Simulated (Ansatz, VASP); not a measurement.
**One calculation of Hf, two programs**

The input INCAR:

```
PREC = Accurate
ENCUT = 520
EDIFF = 1E-6
ISMEAR = -1
SIGMA = 0.1
LREAL = False
LASPH = True
NELM = 100
ALGO = Normal
ISIF = 2
LWAVE = False
LCHARG = False
GGA = PS
NBANDS = 17
```

The input KPOINTS:

```
Automatic mesh
0
Gamma
  19 19 10
```

File POSCAR:

```
Hf
1.0
    3.0269065059      0.0000000000      0.0000000000
   -1.5134532530      2.6213779290      0.0000000000
    0.0000000000      0.0000000000      4.7959520100
Hf
2
Direct
    0.3333333333      0.6666666667      0.2500000000
    0.6666666667      0.3333333333      0.7500000000
```

Input for Ansatz:

```yaml
crystal:
  lattice:
    - [3.0269065059, 0.0, 0.0]
    - [-1.513453253, 2.621377929, 0.0]
    - [0.0, 0.0, 4.79595201]
  atoms:
    - { symbol: Hf, position: [0.3333333333, 0.6666666667, 0.25] }
    - { symbol: Hf, position: [0.6666666667, 0.3333333333, 0.75] }
hamiltonian:
  xc: pbesol
  pseudopotentials:
    kind: paw
    azcp:
      Hf: "pseudopotentials/Hf.paw.azcp"
basis:
  ecutwfc: 420
  fft_grid_basis: typed
kpoints:
  mp_grid: { grid: [19, 19, 10], shift: [0, 0, 0] }
magnetization:
  spin_polarized: false
scf:
  occupations: { method: fermi_dirac, width: 0.1 }
output:
  stress: true
```

Alike in both runs: task single point; functional PBEsol; k mesh 19 × 19 × 10; occupations fermi-dirac, width 0.1 eV; no spin polarisation.

```csv
,VASP,Ansatz
version,VASP 6.6.1,Ansatz 0.2.0
potentials or method,"VASP PAW PBE potentials, release 64 (Hf_pv), cutoff 520 eV","plane waves (420 eV) with PAW, scalar-relativistic"
valence electrons in the cell,20,52
```

VASP gave:

```
pressure (GPa)                                                : 17.6
traceless stress, the component that is largest in VASP (GPa) : 0.72
```

Problem. What did Ansatz give for the same quantities?

Solution. Pressure (GPa): 17.9; traceless stress, the component that is largest in VASP (GPa): 0.84.

VASP's potentials were made for PBE, not for PBEsol, and Ansatz warns of the same on its side. VASP's potentials hold 20 valence electrons a cell and Ansatz's 52, so a difference there can come from the potentials and not from the codes.

Neither program's run includes spin-orbit coupling.
